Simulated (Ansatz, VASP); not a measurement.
**Two plane-wave programs on LiCl**

The input INCAR:

```
ALGO     = Normal         # electronic algorithm
EDIFF    = 1E-6           # SCF threshold, eV
ENCUT    = 520            # plane-wave cutoff, eV
GGA      = PE             # functional
ISIF     = 2              # what is computed and relaxed
ISMEAR   = -1             # smearing method
LASPH    = True           # aspherical terms in the spheres
LCHARG   = True           # write CHGCAR
LELF     = True           # ELF
LREAL    = False          # projectors in reciprocal space
LVHAR    = True         
LWAVE    = False          # write WAVECAR
NBANDS   = 12             # bands
NELM     = 100            # most SCF steps
PREC     = Accurate       # precision mode
SIGMA    = 0.02           # smearing width, eV
```

KPOINTS

```
k-points
0
Gamma
  8 8 8
```

The input POSCAR:

```
LiCl
1.0
    3.1693915837      0.0000000000      0.0000000000
    0.0000000000      3.2711235254      0.0000000000
    0.0000000000      0.0000000000      3.2711235254
Li Cl
1 1
Direct
    0.0000000000      0.0000000000      0.0000000000
    0.5000000000      0.5000000000      0.5000000000
```

Input for Ansatz:

```yaml
crystal:
  lattice:
    - [3.1693915837, 0.0, 0.0]
    - [0.0, 3.2711235254, 0.0]
    - [0.0, 0.0, 3.2711235254]
  atoms:
    - { symbol: Li, position: [0.0, 0.0, 0.0] }
    - { symbol: Cl, position: [0.5, 0.5, 0.5] }
kpoints:
  mp_grid: { grid: [8, 8, 8] }
  band_path:
    path: [[0.0, 0.0, 0.0], [0.0, 0.5, 0.0], [0.5, 0.5, 0.0], [0.5, 0.5, 0.5]]
    npoints: 1
hamiltonian:
  xc: pbe
scf:
  occupations: { method: fermi_dirac, width: 0.02 }
  n_extra_bands: 4
output:
  forces: true
  stress: true
  eigenvalues: true
```

Change from the starting cell: uniaxial_x strain -3.1%.

Alike in both runs: task single point; functional PBE; k mesh 8 × 8 × 8; occupations fermi-dirac, width 0.02 eV; no spin polarisation.

```csv
,VASP,Ansatz
version,VASP 6.6.1,Ansatz 0.2.0
potentials or method,"VASP PAW PBE potentials, release 64 (Li_sv, Cl)","plane waves, PAW"
plane-wave cutoff (eV),520,420
valence electrons in the cell,10,10
```

```tsv
	VASP	Ansatz	Ansatz less VASP
gap on the k mesh at the Fermi level (eV)	4.37	4.35	-0.016
```

Noted on VASP's run: the cutoff is short for stress, so the pressure is rough.
